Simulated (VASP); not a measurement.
# WC (Fm-3m) in VASP: notebook, part 2 of 2

VASP 6.6.1. Earlier steps stand in the parts before.

## (6) Single point, LDA

File INCAR:

```
SYSTEM = WC
PREC = Accurate
ENCUT = 600
EDIFF = 1E-6
ISMEAR = -1
SIGMA = 0.1
LREAL = .False.
LASPH = .True.
NELM = 120
ALGO = Normal
ISIF = 2
LWAVE = .False.
LCHARG = .False.
GGA = CA
NBANDS = 16
GGA_COMPAT = .False.
```

File KPOINTS:

```
Automatic mesh
0
Gamma
  8 8 8
  0 0 0
```

File POSCAR:

```
WC
1.0
    0.0000000000      2.1926840000      2.1926840000
    2.1926840000      0.0000000000      2.1926840000
    2.1926840000      2.1926840000      0.0000000000
W C
1 1
Direct
    0.0000000000      0.0000000000      0.0000000000
    0.5000000000      0.5000000000      0.5000000000
```

Potentials or basis: VASP PAW LDA potentials, release 64 (W_sv, C).

Started as:

```console
$ cat potpaw_LDA.64/W_sv/POTCAR potpaw_LDA.64/C/POTCAR > POTCAR
$ mpirun -np 1 vasp_std > vasp.out
```

OUTCAR:

```text
SYSTEM = WC
   PREC = Accurate
   ENCUT = 600
   EDIFF = 1E-6
   ISMEAR = -1
   LREAL = .False.
   LASPH = .True.
   NELM = 120
   ISIF = 2
   GGA = CA

 ion  position               nearest neighbor table
   1  0.000  0.000  0.000-   2 2.19   2 2.19   2 2.19   2 2.19   2 2.19   2 2.19
   2  0.500  0.500  0.500-   1 2.19   1 2.19   1 2.19   1 2.19   1 2.19   1 2.19

  LATTYP: Found a face centered cubic cell.
 ALAT       =     4.3853680000

  Lattice vectors:

 A1 = (   0.0000000000,   2.1926840000,   2.1926840000)
 A2 = (   2.1926840000,   0.0000000000,   2.1926840000)
 A3 = (   2.1926840000,   2.1926840000,   0.0000000000)

Analysis of symmetry for initial positions (statically):
=====================================================================
 Subroutine PRICEL returns:
 Original cell was already a primitive cell.

 Routine SETGRP: Setting up the symmetry group for a
 face centered cubic supercell.

 Subroutine GETGRP returns: Found 48 space group operations
 (whereof 48 operations were pure point group operations)
 out of a pool of 48 trial point group operations.

The static configuration has the point symmetry O_h .

Analysis of symmetry for dynamics (positions and initial velocities):
=====================================================================
 Subroutine PRICEL returns:
 Original cell was already a primitive cell.

 Routine SETGRP: Setting up the symmetry group for a
 face centered cubic supercell.

 Subroutine GETGRP returns: Found 48 space group operations
 (whereof 48 operations were pure point group operations)
 out of a pool of 48 trial point group operations.

The dynamic configuration has the point symmetry O_h .

 Subroutine INISYM returns: Found 48 space group operations
 (whereof 48 operations are pure point group operations),
 and found     1 'primitive' translations

----------------------------------------------------------------------------------------

                                     Primitive cell

  volume of cell :      21.0842

  direct lattice vectors                    reciprocal lattice vectors
     0.000000000  2.192684000  2.192684000    -0.228031034  0.228031034  0.228031034
     2.192684000  0.000000000  2.192684000     0.228031034 -0.228031034  0.228031034
     2.192684000  2.192684000  0.000000000     0.228031034  0.228031034 -0.228031034

  length of vectors
     3.100923451  3.100923451  3.100923451     0.394961337  0.394961337  0.394961337

  position of ions in fractional coordinates (direct lattice)
     0.000000000  0.000000000  0.000000000
     0.500000000  0.500000000  0.500000000

  ion indices of the primitive-cell ions
   primitive index   ion index
                 1           1
                 2           2

----------------------------------------------------------------------------------------

 KPOINTS: Automatic mesh

Automatic generation of k-mesh.
 Grid dimensions read from file:
 generate k-points for:    8    8    8

 Generating k-lattice:

  Cartesian coordinates                     Fractional coordinates (reciprocal lattice)
    -0.028503879  0.028503879  0.028503879     0.125000000  0.000000000  0.000000000
     0.028503879 -0.028503879  0.028503879     0.000000000  0.125000000  0.000000000
     0.028503879  0.028503879 -0.028503879     0.000000000  0.000000000  0.125000000

  Length of vectors
     0.049370167  0.049370167  0.049370167

  Shift w.r.t. Gamma in fractional coordinates (k-lattice)
     0.000000000  0.000000000  0.000000000

 Subroutine IBZKPT returns following result:
 ===========================================

 Found     29 irreducible k-points:

 Following reciprocal coordinates:
            Coordinates               Weight
  0.000000  0.000000  0.000000      1.000000
  0.125000  0.000000  0.000000      8.000000
  0.250000  0.000000  0.000000      8.000000
  0.375000  0.000000  0.000000      8.000000
  0.500000  0.000000  0.000000      4.000000
  0.125000  0.125000  0.000000      6.000000
[... 16 lines left out ...]
  0.500000  0.250000  0.125000     48.000000
 -0.375000  0.250000  0.125000     24.000000
 [... further k-points ...]
   k-points           NKPTS =     29   k-points in BZ     NKDIM =     29   number of bands    NBANDS=     16
   number of dos      NEDOS =    301   number of ions     NIONS =      2
   total plane-waves  NPLWV =  21952
   dimension x,y,z NGX =    28 NGY =   28 NGZ =   28
   dimension x,y,z NGXF=    56 NGYF=   56 NGZF=   56
   ions per type =               1   1
   NGX,Y,Z   is equivalent  to a cutoff of  15.01, 15.01, 15.01 a.u.
   NGXF,Y,Z  is equivalent  to a cutoff of  30.02, 30.02, 30.02 a.u.
 SYSTEM =  WC
   PREC   = accura    normal or accurate (medium, high low for compatibility)
   ISTART =      0    job   : 0-new  1-cont  2-samecut
   ICHARG =      2    charge: 1-file 2-atom 10-const
   ISPIN  =      1    spin polarized calculation?
   LNONCOLLINEAR =      F non collinear calculations
   LSORBIT =      F    spin-orbit coupling
   LASPH  =      T    aspherical Exc in radial PAW
   ENCUT  =  600.0 eV  44.10 Ry    6.64 a.u.   6.19  6.19  6.19*2*pi/ulx,y,z
   NELM   =    120;   NELMIN=  2; NELMDL= -5     # of ELM steps
   EDIFF  = 0.1E-05   stopping-criterion for ELM
   LREAL  =      F    real-space projection
   EDIFFG = 0.1E-04   stopping-criterion for IOM
   NSW    =      0    number of steps for IOM
   IBRION =     -1    ionic relax: 0-MD 1-quasi-New 2-CG
   NFREE  =      0    steps in history (QN), initial steepest desc. (CG)
   ISIF   =      2    stress and relaxation
   ISYM   =      2    0-nonsym 1-usesym 2-fastsym
   POTIM  = 0.5000    time-step for ionic-motion
   TEBEG  =    0.0;   TEEND  =   0.0 temperature during run
   PSTRESS=    0.0 pullay stress
   NELECT =      18.0000    total number of electrons
   NUPDOWN=      -1.0000    fix difference up-down
   EMIN   =  10.00;   EMAX   =-10.00  energy-range for DOS
   EFERMI =   0.00;   METHOD = LEGACY
   ISMEAR =    -1;   SIGMA  =   0.10  broadening in eV -4-tet -1-fermi 0-gaus
   EFERMI_NEDOS =   21; number of points for ismear=-14 and -15
   IALGO  =     38    algorithm
   IMIX   =      4    mixing-type and parameters
     AMIX     =   0.40;   BMIX     =  1.00
     AMIX_MAG =   1.60;   BMIX_MAG =  1.00
  volume/ion in A,a.u.               =      10.54        71.14
  Fermi-wavevector in a.u.,A,eV,Ry     =   1.553029  2.934800 32.815887  2.411900
  Thomas-Fermi vector in A             =   2.657319
   LORBIT       =      0    0 simple, 1 ext, 2 COOP (PROOUT), +10 PAW based schemes
   GGA     = CA    functional components
   LHFCALC =     F    Hartree Fock is set to
   AEXX    =    0.0000 exact exchange contribution
   IVDW    =     0    specifies the selected vdW correction
   LEPSILON=     F    determine dielectric tensor
   LRPA    =     F    only Hartree local field effects (RPA)
 non-spin polarized calculation
  energy-cutoff  :      600.00
  volume of cell :       21.08
 maximum number of plane-waves:       725
 NGX is ok and might be reduce to    28
   NGX = 13   NGY = 13   NGZ = 13

 number of electron      18.0000001 magnetization

 Free energy of the ion-electron system (eV)
  ---------------------------------------------------
  ext. energy  EPLUGINS =         0.00000000
  ---------------------------------------------------
  free energy    TOTEN  =       -23.78505374 eV

  energy without entropy =      -23.74085605  energy(sigma->0) =      -23.76295489

 E-fermi :  12.3763     XC(G=0): -13.8943

 val. band max:       12.3498434059   @ k =   0.2500   0.0000   0.0000
 cond. band min:      12.4392070535   @ k =  -0.2500   0.3750   0.1250
 fundamental gap:      0.0893636476
 Fermi energy:        12.3763128595

 k-point     1 :       0.0000    0.0000    0.0000
  band No.  band energies     occupation
      1     -62.6694      2.00000
      2     -26.9220      2.00000
      3     -26.9220      2.00000
      4     -26.9220      2.00000
      5      -3.3319      2.00000
      6       9.5263      2.00000
[... 8 lines left out ...]
     15      22.0154      0.00000
     16      35.6456      0.00000
[... 419 lines left out ...]
 k-point    24 :      -0.3750    0.2500    0.1250
  band No.  band energies     occupation
      1     -62.6249      2.00000
      2     -27.4324      2.00000
      3     -27.1455      2.00000
      4     -27.0407      2.00000
      5       0.4784      2.00000
      6       3.8263      2.00000
[... 8 lines left out ...]
     15      24.3491      0.00000
     16      25.6160      0.00000

 [... further k-points ...]

------------------------ aborting loop because EDIFF is reached ----------------------------------------

  FORCE on cell =-STRESS in cart. coord.  units (eV):
  Direction    XX          YY          ZZ          XY          YZ          ZX
  --------------------------------------------------------------------------------------
  -------------------------------------------------------------------------------------
  Total       -1.7806063     -1.7806063     -1.7806063      0.0000000      0.0000000     -0.0000000
  in kB     -135.3070284   -135.3070284   -135.3070284      0.0000000      0.0000000     -0.0000000
  external PRESSURE =    -135.3070284 kB  Pullay stress =       0.0000000 kB

 VOLUME and BASIS-vectors are now :
 -----------------------------------------------------------------------------
  energy-cutoff  :      600.00
  volume of cell :       21.08
      direct lattice vectors                 reciprocal lattice vectors
     0.000000000  2.192684000  2.192684000    -0.228031034  0.228031034  0.228031034
     2.192684000  0.000000000  2.192684000     0.228031034 -0.228031034  0.228031034
     2.192684000  2.192684000  0.000000000     0.228031034  0.228031034 -0.228031034

 POSITION                                       TOTAL-FORCE (eV/Angst)
 -----------------------------------------------------------------------------------
      0.00000      0.00000      0.00000        -0.000000      0.000000     -0.000000
      2.19268      2.19268      2.19268         0.000000     -0.000000      0.000000
 -----------------------------------------------------------------------------------
    total drift:                               -0.000000      0.000000      0.000000

  FREE ENERGIE OF THE ION-ELECTRON SYSTEM (eV)
  ---------------------------------------------------
  free  energy   TOTEN  =       -23.7850537395 eV

  energy  without entropy=      -23.7408560468  energy(sigma->0) =      -23.76295489
```

OSZICAR:

```text
N       E                     dE             d eps       ncg     rms          rms(c)
DAV:   1     0.118364444820E+03    0.11836E+03   -0.10202E+04   928   0.137E+03
DAV:   2    -0.234741652749E+02   -0.14184E+03   -0.13640E+03  1136   0.356E+02
DAV:   3    -0.272607864633E+02   -0.37866E+01   -0.37710E+01  1008   0.535E+01
DAV:   4    -0.272812378770E+02   -0.20451E-01   -0.20450E-01  1224   0.450E+00
DAV:   5    -0.272813838793E+02   -0.14600E-03   -0.14600E-03  1000   0.370E-01    0.308E+01
DAV:   6    -0.239288916625E+02    0.33525E+01   -0.83501E+00  1160   0.275E+01    0.774E+00
DAV:   7    -0.238214658338E+02    0.10743E+00   -0.56904E-01   944   0.600E+00    0.642E+00
DAV:   8    -0.237877553669E+02    0.33710E-01   -0.99195E-02  1024   0.237E+00    0.143E+00
DAV:   9    -0.237852032321E+02    0.25521E-02   -0.45347E-03  1000   0.525E-01    0.127E-01
DAV:  10    -0.237850571762E+02    0.14606E-03   -0.43435E-04  1112   0.230E-01    0.721E-02
DAV:  11    -0.237850543707E+02    0.28055E-05   -0.30616E-05  1008   0.465E-02    0.160E-02
DAV:  12    -0.237850537395E+02    0.63120E-06   -0.27045E-06  1064   0.147E-02
   1 F= -.23785054E+02 E0= -.23762955E+02  d E =-.441977E-01
```

stdout:

```text
POSCAR found type information on POSCAR W C
 POSCAR found :  2 types and       2 ions
 scaLAPACK will be used
 LDA part: xc-table for (Slater(with rela. corr.)+CA(PZ))
 , standard interpolation
 POSCAR, INCAR and KPOINTS ok, starting setup
 FFT: planning ... GRIDC
 FFT: planning ... GRID_SOFT
 FFT: planning ... GRID
 WAVECAR not read
 entering main loop
```

Run time: 12 s. Hardware: 1 thread of Intel Xeon Platinum 8259CL at 2.50GHz (Skylake/Cascade Lake), shared host; peak memory 0.15 GiB.

What came out:

| Item | Value |
| --- | --- |
| Free energy | -23.7851 eV |
| Pressure | -13.5 GPa |
| Band gap on the k mesh | zero (band 9 reaches 13.31 eV, above the bottom of band 10 at 10.22 eV) |

Caveat: spin-orbit coupling is left out, which moves the levels of the heavy elements.

## (7) Summary

| k mesh | gap on the mesh (eV) | pressure (GPa) |
| --- | --- | --- |
| 4 × 4 × 4 | none | -15.1 |
| 5 × 5 × 5 | none | -14.4 |
| 7 × 7 × 7 | none | -14.0 |
| 8 × 8 × 8 | none | -13.5 |

Alike in all rows: task single point; level LDA; potentials or basis VASP PAW LDA potentials, release 64 (W_sv, C); no spin polarisation; cell as given; cutoff (eV) 600; smearing fermi-dirac 0.1 eV.

Caveats: some runs use coarse meshes; spin-orbit coupling is left out, which moves the levels of the heavy elements.

Absolute energies hang on the potentials; compare differences alone.
